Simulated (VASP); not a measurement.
# CdSe (zincblende type) (F-43m) in VASP: notebook

CdSe (zincblende type) is run at these levels: LDA; tasks: density of states.

Program: VASP 6.6.1. These are calculated values, not measurements. Logs are shortened: lines on timing, memory, paths and dates and some standing lists are left out, and cuts for length are marked.

### Step 1. The cell of the first run

Symmetry: F-43m, No. 216, cubic system. Conventional cell: a = 5.758 Å, b = 5.758 Å, c = 5.758 Å, α = 90.00°, β = 90.00°, γ = 90.00°. Within 3.3 Å of Cd (site symmetry -43m) lie 4 Se at 2.49 Å. Se (site symmetry -43m) has 4 Cd at 2.49 Å within 3.3 Å.

### Step 2. Density of states, LDA (volume scaled by 0.88)

File POSCAR:

```
CdSe
1.0
    0.0000000000      2.8790468762      2.8790468762
    2.8790468762      0.0000000000      2.8790468762
    2.8790468762      2.8790468762      0.0000000000
Cd Se
1 1
Direct
    0.0000000000      0.0000000000      0.0000000000
    0.2500000000      0.2500000000      0.2500000000
```

File INCAR.step1:

```
SYSTEM = CdSe
ALGO = Normal
EDIFF = 1E-6
ENCUT = 520
GGA = CA
ISIF = 2
ISMEAR = -1
LASPH = .True.
LCHARG = .True.
LREAL = .False.
LWAVE = .False.
NBANDS = 16
NELM = 80
PREC = Accurate
SIGMA = 0.05
```

File KPOINTS.step1:

```
k-points
0
Gamma
  11 11 11
  0 0 0
```

File INCAR.step2:

```
SYSTEM = CdSe
ALGO = Normal
EDIFF = 1E-6
ENCUT = 520
GGA = CA
ICHARG = 11
ISIF = 2
ISMEAR = -5
LASPH = .True.
LCHARG = .False.
LORBIT = 11
LREAL = .False.
LWAVE = .False.
NBANDS = 16
NEDOS = 1001
NELM = 80
PREC = Accurate
SIGMA = 0.05
```

File KPOINTS.step2:

```
k-points
0
Gamma
  17 17 17
  0 0 0
```

Potentials or basis: VASP PAW LDA potentials, release 64 (Cd, Se).

The run is started by

```bash
$ cat potpaw_LDA.64/Cd/POTCAR potpaw_LDA.64/Se/POTCAR > POTCAR
$ cp INCAR.step1 INCAR
$ cp KPOINTS.step1 KPOINTS
$ mpirun -np 1 vasp_std > vasp.out
$ cp INCAR.step2 INCAR
$ cp KPOINTS.step2 KPOINTS
$ mpirun -np 1 vasp_std > vasp.out
```

OUTCAR:

```text
SYSTEM = CdSe
   EDIFF = 1E-6
   ENCUT = 520
   GGA = CA
   ICHARG = 11
   ISIF = 2
   ISMEAR = -5
   LASPH = .True.
   LORBIT = 11
   LREAL = .False.
   NELM = 80
   PREC = Accurate

 ion  position               nearest neighbor table
   1  0.000  0.000  0.000-   2 2.49   2 2.49   2 2.49   2 2.49
   2  0.250  0.250  0.250-   1 2.49   1 2.49   1 2.49   1 2.49

  LATTYP: Found a face centered cubic cell.
 ALAT       =     5.7580937524

  Lattice vectors:

 A1 = (   0.0000000000,   2.8790468762,   2.8790468762)
 A2 = (   2.8790468762,   0.0000000000,   2.8790468762)
 A3 = (   2.8790468762,   2.8790468762,   0.0000000000)

Analysis of symmetry for initial positions (statically):
=====================================================================
 Subroutine PRICEL returns:
 Original cell was already a primitive cell.

 Routine SETGRP: Setting up the symmetry group for a
 face centered cubic supercell.

 Subroutine GETGRP returns: Found 24 space group operations
 (whereof 24 operations were pure point group operations)
 out of a pool of 48 trial point group operations.

The static configuration has the point symmetry T_d .

Analysis of symmetry for dynamics (positions and initial velocities):
=====================================================================
 Subroutine PRICEL returns:
 Original cell was already a primitive cell.

 Routine SETGRP: Setting up the symmetry group for a
 face centered cubic supercell.

 Subroutine GETGRP returns: Found 24 space group operations
 (whereof 24 operations were pure point group operations)
 out of a pool of 48 trial point group operations.

The dynamic configuration has the point symmetry T_d .

 Subroutine INISYM returns: Found 24 space group operations
 (whereof 24 operations are pure point group operations),
 and found     1 'primitive' translations

----------------------------------------------------------------------------------------

                                     Primitive cell

  volume of cell :      47.7283

  direct lattice vectors                    reciprocal lattice vectors
     0.000000000  2.879046876  2.879046876    -0.173668586  0.173668586  0.173668586
     2.879046876  0.000000000  2.879046876     0.173668586 -0.173668586  0.173668586
     2.879046876  2.879046876  0.000000000     0.173668586  0.173668586 -0.173668586

  length of vectors
     4.071587139  4.071587139  4.071587139     0.300802815  0.300802815  0.300802815

  position of ions in fractional coordinates (direct lattice)
     0.000000000  0.000000000  0.000000000
     0.250000000  0.250000000  0.250000000

  ion indices of the primitive-cell ions
   primitive index   ion index
                 1           1
                 2           2

----------------------------------------------------------------------------------------

 KPOINTS: k-points

Automatic generation of k-mesh.
 Grid dimensions read from file:
 generate k-points for:   17   17   17

 Generating k-lattice:

  Cartesian coordinates                     Fractional coordinates (reciprocal lattice)
    -0.010215799  0.010215799  0.010215799     0.058823529  0.000000000  0.000000000
     0.010215799 -0.010215799  0.010215799     0.000000000  0.058823529  0.000000000
     0.010215799  0.010215799 -0.010215799     0.000000000  0.000000000  0.058823529

  Length of vectors
     0.017694283  0.017694283  0.017694283

  Shift w.r.t. Gamma in fractional coordinates (k-lattice)
     0.000000000  0.000000000  0.000000000

 TETIRR: Found    693 inequivalent tetrahedra from    29478

 Subroutine IBZKPT returns following result:
 ===========================================

 Found    165 irreducible k-points:

 Following reciprocal coordinates:
            Coordinates               Weight
  0.000000  0.000000  0.000000      1.000000
  0.058824  0.000000  0.000000      8.000000
  0.117647  0.000000  0.000000      8.000000
  0.176471  0.000000  0.000000      8.000000
  0.235294  0.000000  0.000000      8.000000
  0.294118  0.000000  0.000000      8.000000
[... 16 lines left out ...]
 -0.176471  0.058824  0.000000     24.000000
 -0.117647  0.058824  0.000000     24.000000
 [... further k-points ...]
   k-points           NKPTS =    165   k-points in BZ     NKDIM =    165   number of bands    NBANDS=     16
   number of dos      NEDOS =   1001   number of ions     NIONS =      2
   total plane-waves  NPLWV =  27000
   dimension x,y,z NGX =    30 NGY =   30 NGZ =   30
   dimension x,y,z NGXF=    60 NGYF=   60 NGZF=   60
   ions per type =               1   1
   NGX,Y,Z   is equivalent  to a cutoff of  12.25, 12.25, 12.25 a.u.
   NGXF,Y,Z  is equivalent  to a cutoff of  24.50, 24.50, 24.50 a.u.
 SYSTEM =  CdSe
   PREC   = accura    normal or accurate (medium, high low for compatibility)
   ISTART =      0    job   : 0-new  1-cont  2-samecut
   ICHARG =     11    charge: 1-file 2-atom 10-const
   ISPIN  =      1    spin polarized calculation?
   LNONCOLLINEAR =      F non collinear calculations
   LSORBIT =      F    spin-orbit coupling
   LASPH  =      T    aspherical Exc in radial PAW
   ENCUT  =  520.0 eV  38.22 Ry    6.18 a.u.   7.57  7.57  7.57*2*pi/ulx,y,z
   NELM   =     80;   NELMIN=  2; NELMDL=  0     # of ELM steps
   EDIFF  = 0.1E-05   stopping-criterion for ELM
   LREAL  =      F    real-space projection
   EDIFFG = 0.1E-04   stopping-criterion for IOM
   NSW    =      0    number of steps for IOM
   IBRION =     -1    ionic relax: 0-MD 1-quasi-New 2-CG
   NFREE  =      0    steps in history (QN), initial steepest desc. (CG)
   ISIF   =      2    stress and relaxation
   ISYM   =      2    0-nonsym 1-usesym 2-fastsym
   POTIM  = 0.5000    time-step for ionic-motion
   TEBEG  =    0.0;   TEEND  =   0.0 temperature during run
   PSTRESS=    0.0 pullay stress
   NELECT =      18.0000    total number of electrons
   NUPDOWN=      -1.0000    fix difference up-down
   EMIN   =  10.00;   EMAX   =-10.00  energy-range for DOS
   EFERMI =   0.00;   METHOD = LEGACY
   ISMEAR =    -5;   SIGMA  =   0.05  broadening in eV -4-tet -1-fermi 0-gaus
   EFERMI_NEDOS =   21; number of points for ismear=-14 and -15
   IALGO  =     38    algorithm
   IMIX   =      4    mixing-type and parameters
     AMIX     =   0.40;   BMIX     =  1.00
     AMIX_MAG =   1.60;   BMIX_MAG =  1.00
  volume/ion in A,a.u.               =      23.86       161.04
  Fermi-wavevector in a.u.,A,eV,Ry     =   1.182788  2.235145 19.034382  1.398988
  Thomas-Fermi vector in A             =   2.319035
   LORBIT       =     11    0 simple, 1 ext, 2 COOP (PROOUT), +10 PAW based schemes
   GGA     = CA    functional components
   LHFCALC =     F    Hartree Fock is set to
   AEXX    =    0.0000 exact exchange contribution
   IVDW    =     0    specifies the selected vdW correction
   LEPSILON=     F    determine dielectric tensor
   LRPA    =     F    only Hartree local field effects (RPA)
 non-spin polarized calculation
 Fermi weights with tetrahedron method with Bloechl corrections
  energy-cutoff  :      520.00
  volume of cell :       47.73
 maximum number of plane-waves:      1305

 number of electron      18.0000006 magnetization

 Free energy of the ion-electron system (eV)
  ---------------------------------------------------
  ext. energy  EPLUGINS =         0.00000000
  ---------------------------------------------------
  free energy    TOTEN  =        -6.55937360 eV

  energy without entropy =       -6.55937360  energy(sigma->0) =       -6.55937360

 E-fermi :   2.3391     XC(G=0): -10.0373

 val. band max:        2.3190099195   @ k =   0.0000   0.0000   0.0000
 cond. band min:       3.0135188572   @ k =   0.0000   0.0000   0.0000
 fundamental gap:      0.6945089377
 Fermi energy:         2.3390618998

 k-point     1 :       0.0000    0.0000    0.0000
  band No.  band energies     occupation
      1     -11.4119      2.00000
      2      -6.3755      2.00000
      3      -6.3755      2.00000
      4      -6.3755      2.00000
      5      -5.7847      2.00000
      6      -5.7847      2.00000
[... 8 lines left out ...]
     15      13.7842      0.00000
     16      13.7842      0.00000

 k-point     2 :       0.0588    0.0000    0.0000
  band No.  band energies     occupation
      1     -11.3939      2.00000
      2      -6.3693      2.00000
      3      -6.3693      2.00000
      4      -6.3649      2.00000
      5      -5.7854      2.00000
      6      -5.7854      2.00000
[... 8 lines left out ...]
     15      13.3438      0.00000
     16      13.3438      0.00000

 k-point     3 :       0.1176    0.0000    0.0000
  band No.  band energies     occupation
      1     -11.3422      2.00000
      2      -6.3519      2.00000
      3      -6.3519      2.00000
      4      -6.3304      2.00000
      5      -5.7868      2.00000
      6      -5.7868      2.00000
[... 8 lines left out ...]
     15      12.8289      0.00000
     16      13.0757      0.00000

 k-point     4 :       0.1765    0.0000    0.0000
  band No.  band energies     occupation
      1     -11.2632      2.00000
      2      -6.3265      2.00000
      3      -6.3265      2.00000
      4      -6.2646      2.00000
      5      -5.7872      2.00000
      6      -5.7872      2.00000
[... 8 lines left out ...]
     15      12.5121      0.00000
     16      12.8712      0.00000
[... 324 lines left out ...]
 k-point    22 :      -0.2353    0.0588    0.0000
  band No.  band energies     occupation
      1     -11.1213      2.00000
      2      -6.2891      2.00000
      3      -6.2763      2.00000
      4      -6.1043      2.00000
      5      -5.7962      2.00000
      6      -5.7674      2.00000
[... 8 lines left out ...]
     15      12.5548      0.00000
     16      13.2421      0.00000

 k-point    23 :      -0.1765    0.0588    0.0000
  band No.  band energies     occupation
      1     -11.2191      2.00000
      2      -6.3178      2.00000
      3      -6.3035      2.00000
      4      -6.2265      2.00000
      5      -5.7982      2.00000
      6      -5.7751      2.00000
[... 8 lines left out ...]
     15      12.5513      0.00000
     16      13.3874      0.00000

 k-point    24 :      -0.1176    0.0588    0.0000
  band No.  band energies     occupation
      1     -11.3039      2.00000
      2      -6.3438      2.00000
      3      -6.3310      2.00000
      4      -6.3051      2.00000
      5      -5.7955      2.00000
      6      -5.7794      2.00000
[... 8 lines left out ...]
     15      12.6993      0.00000
     16      13.5565      0.00000

 [... further k-points ...]

------------------------ aborting loop because EDIFF is reached ----------------------------------------

  FORCE on cell =-STRESS in cart. coord.  units (eV):
  Direction    XX          YY          ZZ          XY          YZ          ZX
  --------------------------------------------------------------------------------------
  -------------------------------------------------------------------------------------
  Total        3.2136945      3.2136945      3.2136945      0.0000000      0.0000000      0.0000000
  in kB      107.8795100    107.8795100    107.8795100      0.0000000      0.0000000      0.0000000
  external PRESSURE =     107.8795100 kB  Pullay stress =       0.0000000 kB

 VOLUME and BASIS-vectors are now :
 -----------------------------------------------------------------------------
  energy-cutoff  :      520.00
  volume of cell :       47.73
      direct lattice vectors                 reciprocal lattice vectors
     0.000000000  2.879046876  2.879046876    -0.173668586  0.173668586  0.173668586
     2.879046876  0.000000000  2.879046876     0.173668586 -0.173668586  0.173668586
     2.879046876  2.879046876  0.000000000     0.173668586  0.173668586 -0.173668586

 POSITION                                       TOTAL-FORCE (eV/Angst)
 -----------------------------------------------------------------------------------
      0.00000      0.00000      0.00000         0.000000      0.000000      0.000000
      1.43952      1.43952      1.43952        -0.000000     -0.000000     -0.000000
 -----------------------------------------------------------------------------------
    total drift:                               -0.000000     -0.000000     -0.000000

  FREE ENERGIE OF THE ION-ELECTRON SYSTEM (eV)
  ---------------------------------------------------
  free  energy   TOTEN  =        -6.5593735988 eV

  energy  without entropy=       -6.5593735988  energy(sigma->0) =       -6.55937360

 total charge

# of ion       s       p       d       tot
------------------------------------------
    1        0.494   0.429   9.551  10.474
    2        1.445   2.471   0.039   3.954
--------------------------------------------------
tot          1.939   2.899   9.590  14.428
```

It took 43 s on 1 thread of Intel Xeon 6975P-C (Granite Rapids), shared host; peak memory 0.24 GiB.

What came out:

```yaml
Valence_electrons_inside_the_program's_atomic_spheres: Cd 10.47; Se 3.95
```

Caveat: the cell differs from its parent crystal (volume scaled by 0.88).

### Step 3. Density of states, LDA

This run uses another cell than the first one, of 27.12 Å³/atom, 1.136 times its volume.

File POSCAR:

```
CdSe
1.0
    0.0000000000      3.0043775770      3.0043775770
    3.0043775770      0.0000000000      3.0043775770
    3.0043775770      3.0043775770      0.0000000000
Cd Se
1 1
Direct
    0.0000000000      0.0000000000      0.0000000000
    0.2500000000      0.2500000000      0.2500000000
```

File INCAR.step1:

```
PREC = Accurate
ENCUT = 520
EDIFF = 1E-6
ISMEAR = -1
SIGMA = 0.05
LREAL = F
LASPH = T
NELM = 80
ALGO = Normal
ISIF = 2
LWAVE = F
LCHARG = T
NBANDS = 16
```

File KPOINTS.step1:

```
regular mesh
0
Gamma
  11 11 11
```

File INCAR.step2:

```
PREC = Accurate
ENCUT = 520
EDIFF = 1E-6
ISMEAR = -5
SIGMA = 0.05
LREAL = F
LASPH = T
NELM = 80
ALGO = Normal
ISIF = 2
LWAVE = F
LCHARG = F
LORBIT = 10
NBANDS = 16
NEDOS = 1001
ICHARG = 11
```

File KPOINTS.step2:

```
regular mesh
0
Gamma
  17 17 17
```

Potentials or basis: VASP PAW LDA potentials, release 64 (Cd, Se).

The run is started by

```bash
$ cat potpaw_LDA.64/Cd/POTCAR potpaw_LDA.64/Se/POTCAR > POTCAR
$ cp INCAR.step1 INCAR
$ cp KPOINTS.step1 KPOINTS
$ mpirun -np 1 vasp_std > vasp.out
$ cp INCAR.step2 INCAR
$ cp KPOINTS.step2 KPOINTS
$ mpirun -np 1 vasp_std > vasp.out
```

It took 37 s on 1 thread of Intel Xeon 6975P-C (Granite Rapids), shared host; peak memory 0.26 GiB.

Results (log left out):

| Item | Value |
| --- | --- |
| Valence electrons inside the program's atomic spheres | Cd 10.35; Se 3.87 |

Levels at points of the mesh, in eV from the valence-band top:
```csv
k point,band 7,band 8,band 9,band 10,band 11,band 12
"(0.00, 0.00, 0.00)",0.00,0.00,0.00,0.44,5.80,5.80
```

[end of part 1 of 2]
